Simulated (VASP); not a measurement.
Set up this calculation in VASP 6.6.1, as the native input.

```yaml
Task: single point
Functional: PBE
Potentials_or_basis: VASP PAW PBE potentials, release 64 (Ge_d, Pd)
Cutoff: 520 eV
k_mesh: 4 × 4 × 4
Occupations: gaussian, width 0.1 eV
Spin: no spin polarisation
Dipole_correction: no
Further_INCAR_settings: ALGO = Normal; EDIFF = 1e-06; NBANDS = 49
```

The structure of Ge5Pd lies in POSCAR:

```
Ge5Pd
1.0
    0.0000000000      3.8217159400      3.8217159400
    3.8217159400      0.0000000000      3.8217159400
    3.8217159400      3.8217159400      0.0000000000
Ge Pd
5 1
Direct
    0.2500000000      0.2500000000      0.2500000000
    0.1250000000      0.6250000000      0.6250000000
    0.6250000000      0.6250000000      0.6250000000
    0.6250000000      0.1250000000      0.6250000000
    0.6250000000      0.6250000000      0.1250000000
    0.0000000000      0.0000000000      0.0000000000
```

The cell was built from a structure type or drawn by symmetry, and may not be a known phase.

These files were run (other wordings do the same):

INCAR

```
SYSTEM = Ge5Pd
PREC = Accurate
ENCUT = 520
EDIFF = 1E-6
ISMEAR = 0
SIGMA = 0.1
LREAL = .False.
LASPH = .True.
NELM = 80
ALGO = Normal
ISIF = 2
LWAVE = .False.
LCHARG = .False.
GGA = PE
NBANDS = 49
```

KPOINTS

```
regular mesh
0
Gamma
  4 4 4
  0 0 0
```

Potentials or basis: VASP PAW PBE potentials, release 64 (Ge_d, Pd).

Launch:

```sh
$ cat potpaw_PBE.64/Ge_d/POTCAR potpaw_PBE.64/Pd/POTCAR > POTCAR
$ mpirun -np 1 vasp_std > vasp.out
```

Results of the run:

```yaml
Pressure: 3.4 GPa
Band_gap_on_the_k_mesh: zero (bands 40 and 41 overlap by 1.41 eV)
```

Caveat: the cell stands under pressure.

It took 78 s on 1 thread of Intel Xeon 8259CL, with other jobs on the host, peak memory 0.25 GiB.
